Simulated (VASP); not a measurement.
A run of VASP 6.6.1 is set up as follows.

Contents of POSCAR:

```
ZnO
1.0
    3.2987242066     -0.0000000029      0.0000000000
   -1.6493621008      2.8567789644      0.0000000000
    0.0000000000      0.0000000000      5.3134592600
Zn O
2 2
Direct
    0.3333333333      0.6666666667      0.4996722600
    0.6666666667      0.3333333333     -0.0003277400
    0.6666666667      0.3333333333      0.3793377400
    0.3333333333      0.6666666667      0.8793377400
```

File INCAR.step1:

```
SYSTEM = ZnO
ALGO = Normal
EDIFF = 1E-4
ENCUT = 520
GGA = PE
ISMEAR = -1
LASPH = .TRUE.
LCHARG = .FALSE.
LREAL = .FALSE.
LWAVE = .TRUE.
NBANDS = 26
NELM = 80
PREC = Accurate
SIGMA = 0.02
```

Contents of INCAR.step2:

```
SYSTEM = ZnO
ALGO = Normal
EDIFF = 1E-6
ENCUT = 520
ISIF = 2
ISMEAR = -1
ISTART = 1
LASPH = .TRUE.
LCHARG = .FALSE.
LMIXTAU = .TRUE.
LREAL = .FALSE.
LWAVE = .FALSE.
METAGGA = R2SCAN
NBANDS = 26
NELM = 80
PREC = Accurate
SIGMA = 0.02
```

File KPOINTS:

```
k-points
0
G
  12 12 6
  0 0 0
```

Potentials or basis: VASP PAW PBE potentials, release 64 (Zn, O).

The run is started by

```bash
$ cat potpaw_PBE.64/Zn/POTCAR potpaw_PBE.64/O/POTCAR > POTCAR
$ cp INCAR.step1 INCAR
$ mpirun -np 1 vasp_std > vasp.out
$ cp INCAR.step2 INCAR
$ mpirun -np 1 vasp_std > vasp.out
```

Task: Estimate the largest force.

Result: 0.010 eV/Å.

Task: What does it give for the band gap on the k mesh?

Result: 1.14 eV, direct.

Task: Estimate the pressure.

Result: -6.9 GPa.

Forces on the atoms (eV/Å):
```
Zn   0.000  0.000 -0.010
Zn   0.000  0.000 -0.010
O    0.000  0.000  0.010
O    0.000  0.000  0.010
```

Caveat: the PAW data sets were made with another functional, which shifts forces and pressure a little. r2SCAN opens gaps a little over a GGA but as a rule still falls short of measured ones.
